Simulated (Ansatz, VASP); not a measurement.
# One calculation of LaAl2BBr2, two programs

POSCAR

```
LaAl2BBr2
1.0
    4.6929440000      0.0000000000      0.0000000000
    0.0000000000      4.6929440000      0.0000000000
    0.0000000000      0.0000000000      6.3099780000
La B Al Br
1 1 2 2
Direct
    0.0000000000      0.0000000000      0.5000000000
    0.0000000000      0.0000000000      0.0000000000
    0.5000000000      0.5000000000      0.2537000000
    0.5000000000      0.5000000000      0.7463000000
    0.0000000000      0.5000000000      0.0000000000
    0.5000000000      0.0000000000      0.0000000000
```

INCAR.step1

```
SYSTEM = LaAl2BBr2
  PREC = Accurate
  ENCUT = 520
  ISMEAR = -1
  SIGMA = 0.018
  LREAL = .False.
  LASPH = .True.
  NELM = 100
  NBANDS = 26
  GGA = PE
  ALGO = Normal
  EDIFF = 1E-4
  LWAVE = .True.
  LCHARG = .False.
```

Contents of INCAR.step2:

```
SYSTEM = LaAl2BBr2
  PREC = Accurate
  ENCUT = 520
  EDIFF = 1E-6
  ISMEAR = -1
  SIGMA = 0.018
  LREAL = .False.
  LASPH = .True.
  NELM = 100
  ALGO = Normal
  ISIF = 2
  LWAVE = .False.
  LCHARG = .False.
  METAGGA = R2SCAN
  LMIXTAU = .True.
  NBANDS = 26
  ISTART = 1
```

Contents of KPOINTS:

```
Automatic mesh
0
Gamma
  7 7 6
  0 0 0
```

Input for Ansatz:

```yaml
crystal:
  lattice:
    - [4.692944, 0.0, 0.0]
    - [0.0, 4.692944, 0.0]
    - [0.0, 0.0, 6.309978]
  atoms:
    - { symbol: La, position: [0.0, 0.0, 0.5] }
    - { symbol: B, position: [0.0, 0.0, 0.0] }
    - { symbol: Al, position: [0.5, 0.5, 0.2537] }
    - { symbol: Al, position: [0.5, 0.5, 0.7463] }
    - { symbol: Br, position: [0.0, 0.5, 0.0] }
    - { symbol: Br, position: [0.5, 0.0, 0.0] }
  symmetry: { tolerance: 0.0003 }
kpoints:
  mp_grid: { grid: [7, 7, 6], shift: [0, 0, 0] }
  band_path:
    path:
      - [0.0, 0.0, 0.0]
      - [0.0, 0.5, 0.0]
      - [0.5, 0.5, 0.0]
      - [0.0, 0.0, 0.0]
      - [0.0, 0.0, 0.5]
      - [0.0, 0.5, 0.5]
      - [0.5, 0.5, 0.5]
      - [0.0, 0.0, 0.5]
      - [0.0, 0.5, 0.0]
      - [0.0, 0.5, 0.5]
      - [0.5, 0.5, 0.0]
    npoints: 6
magnetization:
  spin_polarized: false
scf:
  occupations: { method: fermi_dirac, width: 0.018 }
  lower_state_search: "off"
  max_iter: 200
hamiltonian:
  pseudopotentials: { kind: paw }
  xc: r2scan
basis:
  ecutwfc: 500
  fft_grid_basis: typed
output:
  forces: true
  stress: true
  eigenvalues: true
  bader: true
  populations: true
  elf: true
  write_potential: true
  volumetric_format: npy
  dos:
    e_range: [-12, 8]
    de: 0.05
    projected: { site_lists: { Al: [Al], B: [B], Br: [Br], La: [La] } }
checkpoint:
  read: saved_state
```

Alike in both runs: task single point; functional r2SCAN; k mesh 7 × 7 × 6; occupations fermi-dirac, width 0.018 eV; no spin polarisation.

```csv
,VASP,Ansatz
version,VASP 6.6.1,Ansatz 0.2.0
potentials or method,"VASP PAW PBE potentials, release 64 (La, B, Al, Br), cutoff 520 eV",PAW plane waves
valence electrons in the cell,34,34
```

```csv
,VASP,Ansatz,Ansatz less VASP
pressure (GPa),1.7,1.9,+0.11
"traceless stress, the component that is largest in VASP (GPa)",-5.10,-5.09,+0.009
rms of the force components (eV/Å),0.600,0.603,+0.0031
```

VASP's potentials were made for PBE, not for r2SCAN. Atom by atom the forces differ by 0.003 eV/Å (rms over components). With one functional, cell and mesh, what is left measures potentials, basis and numerics.

Spin-orbit coupling is off throughout.
